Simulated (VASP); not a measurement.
Runs of VASP 6.6.1 on MgH. The structure is that of space group P6_3/mmc (No. 194), or close to it. The cells are those of the table. 

```csv
task,cell,k mesh,cutoff (eV),gap on the mesh (eV),pressure (GPa),relaxed volume (Å³/atom)
single point,"a = 3.190, b = 3.190, c = 5.229 Å, angles 90.0, 90.0, 120.0°, 4 atoms",6 × 6 × 4,520,none,-0.3,-
single point,"a = 3.389, b = 3.389, c = 5.159 Å, angles 90.0, 90.0, 120.0°, 4 atoms",6 × 6 × 4,520,none,-0.1,-
single point,"a = 3.309, b = 3.309, c = 4.836 Å, angles 90.0, 90.0, 120.0°, 4 atoms",12 × 12 × 8,520,none,-0.3,-
relaxation of cell and atoms,"relaxed from a = 3.389, b = 3.389, c = 5.159 Å, angles 90.0, 90.0, 120.0°, 4 atoms",12 × 12 × 8,600,none,-0.1,12.63
single point,"a = 3.537, b = 3.537, c = 4.680 Å, angles 90.0, 90.0, 120.0°, 4 atoms",12 × 12 × 8,520,none,-0.3,-
relaxation of cell and atoms,"relaxed from a = 3.215, b = 3.215, c = 5.124 Å, angles 90.0, 90.0, 120.0°, 4 atoms",6 × 6 × 4,600,none,0.0,11.45
relaxation of cell and atoms,"relaxed from a = 3.190, b = 3.190, c = 5.229 Å, angles 90.0, 90.0, 120.0°, 4 atoms",12 × 12 × 8,600,none,0.1,(a)
```

Alike in all rows: level PBE; potentials or basis VASP PAW PBE potentials, release 64 (Mg, H); no spin polarisation; smearing gaussian 0.1 eV.

Question: Fill in the values left out.

Answer: (a) 11.38.

Caveats: some runs use coarse meshes.

A gap of «none» marks levels without a gap at the run's occupations.
